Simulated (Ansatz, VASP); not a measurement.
## Two plane-wave programs on Si

```
CELL_PARAMETERS angstrom
-1.60251 1.60251 1.35994
1.60251 -1.60251 1.35994
1.60251 1.60251 -1.35994
ATOMIC_POSITIONS crystal
Si 0.00000 0.00000 0.00000
```

Change from the starting cell: strain -0.015 along x and y, +0.030 along z, atoms carried along.

Alike in both runs: task single point; functional r2SCAN; k mesh 22 × 22 × 22; occupations gaussian, width 0.15 eV; no spin polarisation.

|  | VASP | Ansatz |
| --- | --- | --- |
| version | VASP 6.6.1 | Ansatz 0.2.0 |
| potentials or method | VASP PAW PBE potentials, release 64 (Si), cutoff 520 eV | scalar-relativistic, plane waves, PAW |
| valence electrons in the cell | 4 | 4 |

```tsv
	VASP	Ansatz	Ansatz less VASP
gap on the k mesh at the Fermi level (eV)	none	none	-
pressure (GPa)	0.0	-0.1	-0.07
traceless stress, the component that is largest in VASP (GPa)	-3.24	-3.22	+0.019
```

VASP's potentials were made for PBE, not for r2SCAN. A gap of «none» marks a metal or a gap that the smearing closes.
